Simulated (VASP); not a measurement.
# TiSi16 (a cell with a defect) in VASP: a series of runs, part 2 of 2

VASP 6.6.1. Earlier steps stand in the parts before.

## Step 4: Single point, PBE

INCAR

```
SYSTEM = TiSi16
PREC = Accurate ; ENCUT = 520
EDIFF = 1E-6 ; ISMEAR = 0
SIGMA = 0.05 ; LREAL = Auto
LASPH = .TRUE. ; NELM = 100
ALGO = Normal ; ISIF = 2
LWAVE = .FALSE. ; LCHARG = .TRUE.
GGA = PE ; LELF = .TRUE.
LVHAR = .TRUE. ; NBANDS = 52
```

KPOINTS

```
regular mesh
0
G
  2 2 2
  0 0 0
```

POSCAR

```
TiSi16
1.0
    0.0000000000      5.4300000000      5.4300000000
    5.4300000000      0.0000000000      5.4300000000
    5.4300000000      5.4300000000      0.0000000000
Si Ti
16 1
Direct
   -0.0000027624      0.0001699816     -0.0003972376
    0.1235013812      0.1236277164      0.1232019337
    0.0033681400      0.0033834254      0.4963410681
    0.1235705341      0.1236769797      0.6290383057
    0.0032493554      0.4967950276      0.0031088398
    0.1235058011      0.6296093002      0.1232109576
    0.0033821363      0.4968666667      0.4963521179
    0.1373517495      0.6209670350      0.6206952118
    0.4966550645      0.0033215470      0.0031655617
    0.6294370166      0.1236406998      0.1232397790
    0.4967522099      0.0034286372      0.4963888582
    0.6209174954      0.1373605893      0.6207372007
    0.4966604052      0.4968112339      0.0031854512
    0.6208705341      0.6209622468      0.1371756906
    0.5000477901      0.5000356354      0.4998919890
    0.6209213628      0.6209696133      0.6207511971
    0.7500292818      0.7500882136      0.7497779006
```

Potentials or basis: VASP PAW PBE potentials, release 64 (Si, Ti_sv).

On the command line:

```
$ cat potpaw_PBE.64/Si/POTCAR potpaw_PBE.64/Ti_sv/POTCAR > POTCAR
$ mpirun -np 1 vasp_std > vasp.out
```

OUTCAR:

```text
SYSTEM = TiSi16
   PREC = Accurate
   ENCUT = 520
   EDIFF = 1E-6
   ISMEAR = 0
   LREAL = Auto
   LASPH = .TRUE.
   NELM = 100
   ISIF = 2
   GGA = PE

 ion  position               nearest neighbor table
   1  1.000  0.000  1.000-  10 2.32   6 2.32   2 2.32   4 2.32
   2  0.124  0.124  0.123-   1 2.32   3 2.34   9 2.34   5 2.34
   3  0.003  0.003  0.496-   2 2.34   4 2.34   8 2.40  12 2.40  17 2.75
   4  0.124  0.124  0.629-   1 2.32  11 2.34   7 2.34   3 2.34
   5  0.003  0.497  0.003-   2 2.34   6 2.34  14 2.40   8 2.40  17 2.75
   6  0.124  0.630  0.123-   1 2.32   7 2.34  13 2.34   5 2.34
   7  0.003  0.497  0.496-   6 2.34   4 2.34   8 2.40  16 2.40  17 2.75
   8  0.137  0.621  0.621-  15 2.27   7 2.40   5 2.40   3 2.40  17 2.43
   9  0.497  0.003  0.003-   2 2.34  10 2.34  14 2.40  12 2.40  17 2.75
  10  0.629  0.124  0.123-   1 2.32  11 2.34  13 2.34   9 2.34
  11  0.497  0.003  0.496-  10 2.34   4 2.34  12 2.40  16 2.40  17 2.75
  12  0.621  0.137  0.621-  15 2.27   9 2.40  11 2.40   3 2.40  17 2.43
  13  0.497  0.497  0.003-   6 2.34  10 2.34  14 2.40  16 2.40  17 2.75
  14  0.621  0.621  0.137-  15 2.27  13 2.40   9 2.40   5 2.40  17 2.43
  15  0.500  0.500  0.500-  16 2.27  12 2.27   8 2.27  14 2.27
  16  0.621  0.621  0.621-  15 2.27  13 2.40  11 2.40   7 2.40  17 2.43
  17  0.750  0.750  0.750-  16 2.43  12 2.43   8 2.43  14 2.43   5 2.75   9 2.75   3 2.75  13 2.75
                             7 2.75  11 2.75

  LATTYP: Found a face centered cubic cell.
 ALAT       =    10.8600000000

  Lattice vectors:

 A1 = (   0.0000000000,   5.4300000000,   5.4300000000)
 A2 = (   5.4300000000,   0.0000000000,   5.4300000000)
 A3 = (   5.4300000000,   5.4300000000,   0.0000000000)

Analysis of symmetry for initial positions (statically):
=====================================================================
 Subroutine PRICEL returns:
 Original cell was already a primitive cell.

 Routine SETGRP: Setting up the symmetry group for a
 face centered cubic supercell.

 Subroutine GETGRP returns: Found  1 space group operations
[... 155 lines left out ...]
   GGA     = PE    functional components
   LHFCALC =     F    Hartree Fock is set to
   AEXX    =    0.0000 exact exchange contribution
   IVDW    =     0    specifies the selected vdW correction
   LEPSILON=     F    determine dielectric tensor
   LRPA    =     F    only Hartree local field effects (RPA)
 non-spin polarized calculation
 Gauss-broadening in eV      SIGMA  =   0.05
  energy-cutoff  :      520.00
  volume of cell :      320.21
 maximum number of plane-waves:      8646
 NGX is ok and might be reduce to    60
   NGX = 29   NGY = 29   NGZ = 29

 number of electron      75.9999998 magnetization

 Free energy of the ion-electron system (eV)
  ---------------------------------------------------
  ext. energy  EPLUGINS =         0.00000000
  ---------------------------------------------------
  free energy    TOTEN  =       -92.21309165 eV

  energy without entropy =      -92.18826967  energy(sigma->0) =      -92.20068066

 E-fermi :   6.9303     XC(G=0):  -9.7515

 val. band max:        6.8931939915   @ k =   0.5000   0.0000   0.5000
 cond. band min:       6.9616222229   @ k =   0.5000   0.5000   0.5000
 fundamental gap:      0.0684282314
 Fermi energy:         6.9303197171

 k-point     1 :       0.0000    0.0000    0.0000
  band No.  band energies     occupation
      1     -49.8787      2.00000
      2     -26.2515      2.00000
      3     -26.2513      2.00000
      4     -26.2510      2.00000
      5      -5.7208      2.00000
      6      -3.5137      2.00000
[... 413 lines left out ...]
     49       9.8748      0.00000
     50      10.5387      0.00000
 [bands above 50 left out]

------------------------ aborting loop because EDIFF is reached ----------------------------------------

  FORCE on cell =-STRESS in cart. coord.  units (eV):
  Direction    XX          YY          ZZ          XY          YZ          ZX
  --------------------------------------------------------------------------------------
  -------------------------------------------------------------------------------------
  Total        8.0311600      8.0329355      8.0305718      0.0021814     -0.0037064     -0.0073561
  in kB       40.1845749     40.1934583     40.1816314      0.0109147     -0.0185452     -0.0368068
  external PRESSURE =      40.1865549 kB  Pullay stress =       0.0000000 kB

 VOLUME and BASIS-vectors are now :
 -----------------------------------------------------------------------------
  energy-cutoff  :      520.00
  volume of cell :      320.21
      direct lattice vectors                 reciprocal lattice vectors
     0.000000000  5.430000000  5.430000000    -0.092081031  0.092081031  0.092081031
     5.430000000  0.000000000  5.430000000     0.092081031 -0.092081031  0.092081031
     5.430000000  5.430000000  0.000000000     0.092081031  0.092081031 -0.092081031

 POSITION                                       TOTAL-FORCE (eV/Angst)
 -----------------------------------------------------------------------------------
      5.42877     10.85783      5.43091         0.000140      0.000505     -0.000205
      1.34029      1.33960      1.34191        -0.001422     -0.001697     -0.001117
      2.71350      2.71342      0.03666         0.000607     -0.000148     -0.000825
      4.08724      4.08667      1.34255         0.000089      0.000418     -0.000115
      2.71448      0.03452      2.71524        -0.001017      0.002191      0.001186
      4.08781      1.33967      4.08942         0.001098     -0.001764      0.001590
[... 9 lines left out ...]
      6.74254      6.74228      6.74347        -0.003441     -0.004598     -0.000775
      8.14427      8.14395      8.14564         0.005135      0.007547     -0.004417
 -----------------------------------------------------------------------------------
    total drift:                                0.007034      0.011004     -0.005838

  FREE ENERGIE OF THE ION-ELECTRON SYSTEM (eV)
  ---------------------------------------------------
  free  energy   TOTEN  =       -92.2130916549 eV

  energy  without entropy=      -92.1882696716  energy(sigma->0) =      -92.20068066
```

OSZICAR:

```text
N       E                     dE             d eps       ncg     rms          rms(c)
DAV:   1     0.340761829203E+03    0.34076E+03   -0.30906E+04   848   0.126E+03
DAV:   2    -0.573206670217E+02   -0.39808E+03   -0.37916E+03   960   0.245E+02
DAV:   3    -0.926604498785E+02   -0.35340E+02   -0.34351E+02  1216   0.665E+01
DAV:   4    -0.950779465632E+02   -0.24175E+01   -0.23869E+01  1296   0.149E+01
DAV:   5    -0.951316691374E+02   -0.53723E-01   -0.53612E-01  1072   0.209E+00    0.187E+01
DAV:   6    -0.943879720862E+02    0.74370E+00   -0.16563E+01  1128   0.193E+01    0.148E+01
DAV:   7    -0.929943227774E+02    0.13936E+01   -0.21298E+01  1132   0.229E+01    0.944E+00
DAV:   8    -0.923058836518E+02    0.68844E+00   -0.14839E+00  1016   0.550E+00    0.284E+00
DAV:   9    -0.922099186603E+02    0.95965E-01   -0.45626E-01  1264   0.280E+00    0.539E-01
DAV:  10    -0.922114286433E+02   -0.15100E-02   -0.23166E-02  1084   0.559E-01    0.363E-01
DAV:  11    -0.922131792513E+02   -0.17506E-02   -0.38263E-03  1056   0.247E-01    0.207E-01
DAV:  12    -0.922130453738E+02    0.13388E-03   -0.12794E-03  1120   0.188E-01    0.473E-02
DAV:  13    -0.922130925333E+02   -0.47159E-04   -0.17169E-04  1056   0.542E-02    0.218E-02
DAV:  14    -0.922130901238E+02    0.24095E-05   -0.28858E-05  1080   0.275E-02    0.692E-03
DAV:  15    -0.922130920877E+02   -0.19639E-05   -0.35672E-06   912   0.750E-03    0.342E-03
DAV:  16    -0.922130916549E+02    0.43275E-06   -0.16302E-07   536   0.172E-03
   1 F= -.92213092E+02 E0= -.92200681E+02  d E =-.248220E-01
```

Run time: 5.3 min. Hardware: 1 thread of AMD EPYC 7R43 (Zen 3), shared host; peak memory 0.46 GiB.

What came out:

```
Free energy            : -92.2131 eV
Pressure               : 4.0 GPa
Largest force          : 0.010 eV/Å
Band gap on the k mesh : zero (band 38 reaches 6.96 eV, above the bottom of band 39 at 6.53 eV)
```

Forces on the atoms (eV/Å):
```
Si   0.000  0.001  0.000
Si  -0.001 -0.002 -0.001
Si   0.001  0.000 -0.001
Si   0.000  0.000  0.000
Si  -0.001  0.002  0.001
Si   0.001 -0.002  0.002
Si   0.001  0.000 -0.001
Si  -0.004  0.001  0.004
Si   0.001 -0.001  0.002
Si  -0.001  0.001  0.001
Si   0.000  0.001  0.000
Si   0.001 -0.005  0.003
Si  -0.002 -0.001 -0.001
Si   0.004  0.003 -0.004
Si   0.000  0.000  0.000
Si  -0.003 -0.005 -0.001
Ti   0.005  0.008 -0.004
```

Caveat: the k points lie up to 0.50 Å⁻¹ apart.

## Step 5: Single point, PBE

INCAR

```
ALGO     = Normal         # electronic algorithm
EDIFF    = 1E-6           # SCF threshold, eV
ENCUT    = 520            # plane-wave cutoff, eV
GGA      = PE             # functional
ISIF     = 2              # what is computed and relaxed
ISMEAR   = 0              # smearing method
LASPH    = True           # aspherical terms in the spheres
LCHARG   = True           # write CHGCAR
LELF     = True           # ELF
LREAL    = Auto         
LVHAR    = True         
LWAVE    = False          # write WAVECAR
NBANDS   = 52             # bands
NELM     = 60             # most SCF steps
PREC     = Accurate       # precision mode
SIGMA    = 0.05           # smearing width, eV
```

KPOINTS

```
k-points
0
Gamma
  2 2 2
```

POSCAR

```
TiSi16
1.0
    0.0000000000      5.4300000000      5.4300000000
    5.4300000000      0.0000000000      5.4300000000
    5.4300000000      5.4300000000      0.0000000000
Si Ti
16 1
Direct
   -0.0124282689      0.0043306630      0.0042135359
    0.1214681400      0.1285740331      0.1284777164
    0.0012253223     -0.0040581031      0.5015805709
    0.1215298343      0.1285633517      0.6217913444
    0.0012349908      0.5016845304     -0.0041804788
    0.1215093002      0.6219164825      0.1284632597
    0.0013174954      0.5017104972      0.5016156538
    0.1246866483      0.6253553407      0.6252255064
    0.5038606814      0.0043407919      0.0042221915
    0.6248989871      0.1251800184      0.1250269797
    0.5038764273      0.0044337017      0.4877813996
    0.6280842541      0.1285643646      0.6218004604
    0.5038623389      0.4879385820      0.0043030387
    0.6280805709      0.6219247698      0.1284651013
    0.4953136280      0.5017152855      0.5016217311
    0.6281139963      0.6219427256      0.6217970534
    0.3748202578      0.8752429098      0.8751014733
```

On the command line:

```
$ cat potpaw_PBE.64/Si/POTCAR potpaw_PBE.64/Ti_sv/POTCAR > POTCAR
$ mpirun -np 1 vasp_std > vasp.out
```

Wall time 6.9 min (1 thread of AMD EPYC 7R43 (Zen 3), shared host); peak memory 0.46 GiB.

Results (log left out):

| Quantity | Value |
| --- | --- |
| Free energy | -92.2137 eV |
| Pressure | 4.0 GPa |
| Largest force | 0.010 eV/Å |
| Band gap on the k mesh | zero (band 38 reaches 6.96 eV, above the bottom of band 39 at 6.53 eV) |

Forces on the atoms (eV/Å):
```
Si   0.004 -0.004 -0.005
Si  -0.004 -0.001  0.001
Si  -0.002  0.005 -0.005
Si   0.001  0.000  0.001
Si  -0.001 -0.004  0.004
Si   0.000  0.001  0.000
Si   0.006  0.002  0.002
Si  -0.006  0.001 -0.001
Si   0.004  0.006  0.005
Si   0.003  0.000  0.000
Si  -0.008 -0.004  0.005
Si   0.001 -0.001  0.000
Si  -0.008  0.004 -0.004
Si   0.000  0.000 -0.001
Si   0.006 -0.002 -0.002
Si   0.002  0.000  0.000
Ti   0.003 -0.002  0.001
```

Levels at points of the mesh, in eV from the Fermi level:
```
           k point  band 34  band 35  band 36  band 37  band 38  band 39  band 40  band 41
(0.00, 0.00, 0.00)    -0.99    -0.99    -0.99    -0.40    -0.40    -0.40    -0.10    -0.10
(0.50, 0.00, 0.00)    -1.97    -1.37    -1.37    -0.28     0.03     0.03     0.44     0.44
(0.00, 0.50, 0.00)    -1.97    -1.37    -1.37    -0.28     0.03     0.03     0.44     0.44
(0.00, 0.00, 0.50)    -1.97    -1.37    -1.37    -0.28     0.03     0.03     0.44     0.44
(0.50, 0.50, 0.50)    -1.97    -1.37    -1.37    -0.28     0.03     0.03     0.44     0.44
(0.50, 0.50, 0.00)    -2.01    -2.00    -1.88    -0.71    -0.04     0.57     0.57     1.10
(0.00, 0.50, 0.50)    -2.01    -2.00    -1.88    -0.71    -0.04     0.57     0.57     1.10
(0.50, 0.00, 0.50)    -2.01    -2.00    -1.88    -0.71    -0.04     0.57     0.57     1.10
```

Caveat: the k points lie up to 0.50 Å⁻¹ apart.

## Step 6: Single point, PBE

INCAR

```
PREC = Accurate
ENCUT = 520
EDIFF = 1E-6
ISMEAR = 0
SIGMA = 0.05
LREAL = Auto
LASPH = T
NELM = 60
ALGO = Normal
ISIF = 2
LWAVE = F
LCHARG = T
GGA = PE
LELF = T
LVHAR = T
NBANDS = 52
```

KPOINTS

```
Automatic mesh
0
Gamma
  2 2 2
```

POSCAR

```
TiSi16
1.0
    0.0000000000      5.4300000000      5.4300000000
    5.4300000000      0.0000000000      5.4300000000
    5.4300000000      5.4300000000      0.0000000000
Si Ti
16 1
Direct
   -0.0000027624      0.0001699816     -0.0003972376
    0.1235013812      0.1236277164      0.1232019337
    0.0033681400      0.0033834254      0.4963410681
    0.1235705341      0.1236769797      0.6290383057
    0.0032493554      0.4967950276      0.0031088398
    0.1235058011      0.6296093002      0.1232109576
    0.0033821363      0.4968666667      0.4963521179
    0.1373517495      0.6209670350      0.6206952118
    0.4966550645      0.0033215470      0.0031655617
    0.6294370166      0.1236406998      0.1232397790
    0.4967522099      0.0034286372      0.4963888582
    0.6209174954      0.1373605893      0.6207372007
    0.4966604052      0.4968112339      0.0031854512
    0.6208705341      0.6209622468      0.1371756906
    0.5000477901      0.5000356354      0.4998919890
    0.6209213628      0.6209696133      0.6207511971
    0.7500292818      0.7500882136      0.7497779006
```

Potentials or basis: VASP PAW PBE potentials, release 64 (Si, Ti_sv).

On the command line:

```
$ cat potpaw_PBE.64/Si/POTCAR potpaw_PBE.64/Ti_sv/POTCAR > POTCAR
$ mpirun -np 1 vasp_std > vasp.out
```

Run time: 7.8 min. Hardware: 1 thread of AMD EPYC 7R43 (Zen 3), shared host; peak memory 0.46 GiB.

Results (log left out):

| Quantity | Value |
| --- | --- |
| Free energy | -92.2131 eV |
| Pressure | 4.0 GPa |
| Largest force | 0.010 eV/Å |
| Band gap on the k mesh | zero (band 38 reaches 6.96 eV, above the bottom of band 39 at 6.53 eV) |

Forces in eV/Å, atoms in the order of the input:
```
Si   0.000  0.001  0.000
Si  -0.001 -0.002 -0.001
Si   0.001  0.000 -0.001
Si   0.000  0.000  0.000
Si  -0.001  0.002  0.001
Si   0.001 -0.002  0.002
Si   0.001  0.000 -0.001
Si  -0.004  0.001  0.004
Si   0.001 -0.001  0.002
Si  -0.001  0.001  0.001
Si   0.000  0.001  0.000
Si   0.001 -0.005  0.003
Si  -0.002 -0.001 -0.001
Si   0.004  0.003 -0.004
Si   0.000  0.000  0.000
Si  -0.003 -0.005 -0.001
Ti   0.005  0.008 -0.004
```

Levels at points of the mesh, in eV from the Fermi level:
| k point | band 35 | band 36 | band 37 | band 38 | band 39 | band 40 |
| --- | --- | --- | --- | --- | --- | --- |
| (0.00, 0.00, 0.00) | -0.99 | -0.99 | -0.40 | -0.40 | -0.40 | -0.10 |
| (0.50, 0.00, 0.00) | -1.37 | -1.37 | -0.28 | 0.03 | 0.03 | 0.44 |
| (0.00, 0.50, 0.00) | -1.37 | -1.37 | -0.28 | 0.03 | 0.03 | 0.44 |
| (0.00, 0.00, 0.50) | -1.37 | -1.37 | -0.28 | 0.03 | 0.03 | 0.44 |
| (0.50, 0.50, 0.50) | -1.37 | -1.37 | -0.28 | 0.03 | 0.03 | 0.44 |
| (0.50, 0.50, 0.00) | -2.01 | -1.88 | -0.71 | -0.04 | 0.57 | 0.57 |
| (0.00, 0.50, 0.50) | -2.01 | -1.88 | -0.71 | -0.04 | 0.57 | 0.57 |
| (0.50, 0.00, 0.50) | -2.01 | -1.88 | -0.71 | -0.04 | 0.57 | 0.57 |

Caveat: the k points lie up to 0.50 Å⁻¹ apart.
